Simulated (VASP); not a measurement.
# Pb (P6_3/mmc) in VASP: single point with PBE

Aim: the single point of Pb with PBE.

Everything below comes from runs of VASP 6.6.1. Logs are shortened: lines on timing, memory, paths and dates and some standing lists are left out, and cuts for length are marked.

### Step 1. The cell of the first run

The structure is hexagonal, space group P6_3/mmc (No. 194). The conventional cell has a = 3.515 Å, b = 3.515 Å, c = 5.967 Å, α = 90.00°, β = 90.00°, γ = 120.00°. Pb (site symmetry -6m2) has 12 Pb at 3.52 to 3.61 Å within 4.6 Å.

### Step 2. Single point, PBE

INCAR reads:

```
  PREC = Accurate
  ENCUT = 520
  EDIFF = 1E-6
  ISMEAR = -1
  SIGMA = 0.05
  LREAL = False
  LASPH = True
  NELM = 80
  ALGO = Normal
  ISIF = 2
  LWAVE = False
  LCHARG = True
  GGA = PE
  LELF = True
  LVHAR = True
  NBANDS = 21
```

KPOINTS reads:

```
regular mesh
0
Gamma
  13 13 7
```

POSCAR reads:

```
Pb
1.0
    3.5150371466      0.0000000000      0.0000000000
   -1.7575185733      3.0441114642      0.0000000000
    0.0000000000      0.0000000000      5.9674369133
Pb
2
Direct
    0.3333333333      0.6666666667      0.2500000000
    0.6666666667      0.3333333333      0.7500000000
```

Potentials or basis: VASP PAW PBE potentials, release 64 (Pb_d).

On the command line:

```console
$ cat potpaw_PBE.64/Pb_d/POTCAR > POTCAR
$ mpirun -np 1 vasp_std > vasp.out
```

OUTCAR:

```text
PREC = Accurate
   ENCUT = 520
   EDIFF = 1E-6
   ISMEAR = -1
   LREAL = False
   LASPH = True
   NELM = 80
   ISIF = 2
   GGA = PE

 ion  position               nearest neighbor table
   1  0.333  0.667  0.250-   2 3.61   2 3.61   2 3.61   2 3.61   2 3.61   2 3.61
   2  0.667  0.333  0.750-   1 3.61   1 3.61   1 3.61   1 3.61   1 3.61   1 3.61

  LATTYP: Found a hexagonal cell.
 ALAT       =     3.5150371466
 C/A-ratio  =     1.6976881508

  Lattice vectors:

 A1 = (   3.5150371466,   0.0000000000,   0.0000000000)
 A2 = (  -1.7575185733,   3.0441114642,   0.0000000000)
 A3 = (   0.0000000000,   0.0000000000,   5.9674369133)

Analysis of symmetry for initial positions (statically):
=====================================================================
 Subroutine PRICEL returns:
 Original cell was already a primitive cell.

 Routine SETGRP: Setting up the symmetry group for a
 hexagonal supercell.

 Subroutine GETGRP returns: Found 24 space group operations
 (whereof 12 operations were pure point group operations)
 out of a pool of 24 trial point group operations.

The static configuration has the point symmetry D_3d.
 The point group associated with its full space group is D_6h.

Analysis of symmetry for dynamics (positions and initial velocities):
=====================================================================
 Subroutine PRICEL returns:
 Original cell was already a primitive cell.

 Routine SETGRP: Setting up the symmetry group for a
 hexagonal supercell.

 Subroutine GETGRP returns: Found 24 space group operations
 (whereof 12 operations were pure point group operations)
 out of a pool of 24 trial point group operations.

The dynamic configuration has the point symmetry D_3d.
 The point group associated with its full space group is D_6h.

 Subroutine INISYM returns: Found 24 space group operations
 (whereof 12 operations are pure point group operations),
 and found     1 'primitive' translations

----------------------------------------------------------------------------------------

                                     Primitive cell

  volume of cell :      63.8526

  direct lattice vectors                    reciprocal lattice vectors
     3.515037147  0.000000000  0.000000000     0.284492015  0.164251541  0.000000000
    -1.757518573  3.044111464  0.000000000     0.000000000  0.328503083  0.000000000
[... 79 lines left out ...]
   ISPIN  =      1    spin polarized calculation?
   LNONCOLLINEAR =      F non collinear calculations
   LSORBIT =      F    spin-orbit coupling
   LASPH  =      T    aspherical Exc in radial PAW
   ENCUT  =  520.0 eV  38.22 Ry    6.18 a.u.   6.54  6.54 11.10*2*pi/ulx,y,z
   NELM   =     80;   NELMIN=  2; NELMDL= -5     # of ELM steps
   EDIFF  = 0.1E-05   stopping-criterion for ELM
   LREAL  =      F    real-space projection
   EDIFFG = 0.1E-04   stopping-criterion for IOM
   NSW    =      0    number of steps for IOM
   IBRION =     -1    ionic relax: 0-MD 1-quasi-New 2-CG
   NFREE  =      0    steps in history (QN), initial steepest desc. (CG)
   ISIF   =      2    stress and relaxation
   ISYM   =      2    0-nonsym 1-usesym 2-fastsym
   POTIM  = 0.5000    time-step for ionic-motion
   TEBEG  =    0.0;   TEEND  =   0.0 temperature during run
   PSTRESS=    0.0 pullay stress
   NELECT =      28.0000    total number of electrons
   NUPDOWN=      -1.0000    fix difference up-down
   EMIN   =  10.00;   EMAX   =-10.00  energy-range for DOS
   EFERMI =   0.00;   METHOD = LEGACY
   ISMEAR =    -1;   SIGMA  =   0.05  broadening in eV -4-tet -1-fermi 0-gaus
   EFERMI_NEDOS =   21; number of points for ismear=-14 and -15
   IALGO  =     38    algorithm
   IMIX   =      4    mixing-type and parameters
     AMIX     =   0.40;   BMIX     =  1.00
     AMIX_MAG =   1.60;   BMIX_MAG =  1.00
  volume/ion in A,a.u.               =      31.93       215.45
  Fermi-wavevector in a.u.,A,eV,Ry     =   1.243755  2.350356 21.047203  1.546926
  Thomas-Fermi vector in A             =   2.378052
   LORBIT       =      0    0 simple, 1 ext, 2 COOP (PROOUT), +10 PAW based schemes
   GGA     = PE    functional components
   LHFCALC =     F    Hartree Fock is set to
   AEXX    =    0.0000 exact exchange contribution
   IVDW    =     0    specifies the selected vdW correction
   LEPSILON=     F    determine dielectric tensor
   LRPA    =     F    only Hartree local field effects (RPA)
 non-spin polarized calculation
  energy-cutoff  :      520.00
  volume of cell :       63.85
 maximum number of plane-waves:      1750
 NGX is ok and might be reduce to    28
   NGX = 13   NGY = 13   NGZ = 23

 number of electron      27.9999995 magnetization

 Free energy of the ion-electron system (eV)
  ---------------------------------------------------
  ext. energy  EPLUGINS =         0.00000000
  ---------------------------------------------------
  free energy    TOTEN  =        -7.10103316 eV

  energy without entropy =       -7.09280714  energy(sigma->0) =       -7.09692015

 E-fermi :   6.6626     XC(G=0):  -9.9410

 val. band max:        6.6514020100   @ k =   0.3846   0.1538   0.1429
 cond. band min:       6.6849866139   @ k =   0.3077   0.0769   0.1429
 fundamental gap:      0.0335846039
 Fermi energy:         6.6626261001

 k-point     1 :       0.0000    0.0000    0.0000
  band No.  band energies     occupation
      1     -10.3493      2.00000
      2     -10.3463      2.00000
      3     -10.3216      2.00000
      4     -10.3216      2.00000
      5     -10.3068      2.00000
      6     -10.3068      2.00000
[... 565 lines left out ...]
     20      16.5153      0.00000
     21      16.5606      0.00000

 [... further k-points ...]

------------------------ aborting loop because EDIFF is reached ----------------------------------------

  FORCE on cell =-STRESS in cart. coord.  units (eV):
  Direction    XX          YY          ZZ          XY          YZ          ZX
  --------------------------------------------------------------------------------------
  -------------------------------------------------------------------------------------
  Total       -0.0175733     -0.0175733     -0.0212674     -0.0000000     -0.0000000      0.0000000
  in kB       -0.4409463     -0.4409463     -0.5336377     -0.0000000     -0.0000000      0.0000000
  external PRESSURE =      -0.4718434 kB  Pullay stress =       0.0000000 kB

 VOLUME and BASIS-vectors are now :
 -----------------------------------------------------------------------------
  energy-cutoff  :      520.00
  volume of cell :       63.85
      direct lattice vectors                 reciprocal lattice vectors
     3.515037147  0.000000000  0.000000000     0.284492015  0.164251541  0.000000000
    -1.757518573  3.044111464  0.000000000     0.000000000  0.328503083  0.000000000
     0.000000000  0.000000000  5.967436913     0.000000000  0.000000000  0.167576133

 POSITION                                       TOTAL-FORCE (eV/Angst)
 -----------------------------------------------------------------------------------
     -0.00000      2.02941      1.49186         0.000000     -0.000000      0.000000
      1.75752      1.01470      4.47558        -0.000000      0.000000      0.000000
 -----------------------------------------------------------------------------------
    total drift:                               -0.000000      0.000000      0.000000

  FREE ENERGIE OF THE ION-ELECTRON SYSTEM (eV)
  ---------------------------------------------------
  free  energy   TOTEN  =        -7.1010331610 eV

  energy  without entropy=       -7.0928071441  energy(sigma->0) =       -7.09692015
```

OSZICAR:

```text
N       E                     dE             d eps       ncg     rms          rms(c)
DAV:   1     0.293016746573E+03    0.29302E+03   -0.14163E+04  3536   0.160E+03
DAV:   2     0.141216476952E+02   -0.27890E+03   -0.27247E+03  3553   0.403E+02
DAV:   3    -0.645062575979E+01   -0.20572E+02   -0.20394E+02  4282   0.136E+02
DAV:   4    -0.708877362249E+01   -0.63815E+00   -0.63791E+00  4225   0.275E+01
DAV:   5    -0.712102575120E+01   -0.32252E-01   -0.32251E-01  4906   0.565E+00    0.682E-01
DAV:   6    -0.710483750527E+01    0.16188E-01   -0.36167E-02  4794   0.240E+00    0.349E-01
DAV:   7    -0.710107550598E+01    0.37620E-02   -0.13476E-02  4836   0.151E+00    0.129E-01
DAV:   8    -0.710105139309E+01    0.24113E-04   -0.10996E-03  4767   0.466E-01    0.206E-02
DAV:   9    -0.710103358618E+01    0.17807E-04   -0.39846E-05  4695   0.991E-02    0.788E-03
DAV:  10    -0.710103316096E+01    0.42522E-06   -0.41219E-06  3492   0.194E-02
   1 F= -.71010332E+01 E0= -.70969202E+01  d E =-.822602E-02
```

stdout:

```text
POSCAR found type information on POSCAR Pb
 POSCAR found :  1 types and       2 ions
 scaLAPACK will be used
 LDA part: xc-table for (Slater+PW92), standard interpolation
 POSCAR, INCAR and KPOINTS ok, starting setup
 FFT: planning ... GRIDC
 FFT: planning ... GRID_SOFT
 FFT: planning ... GRID
 WAVECAR not read
 entering main loop
```

It took 52 s on 1 thread of AMD EPYC 9R45 (Zen 5), shared host; peak memory 0.21 GiB.

What came out:

| Quantity | Value |
| --- | --- |
| Free energy | -7.1010 eV |
| Pressure | 0.0 GPa |
| Band gap on the k mesh | zero (band 14 reaches 12.42 eV, above the bottom of band 15 at 5.33 eV) |

Caveat: spin-orbit coupling is left out, which moves the levels of the heavy elements.
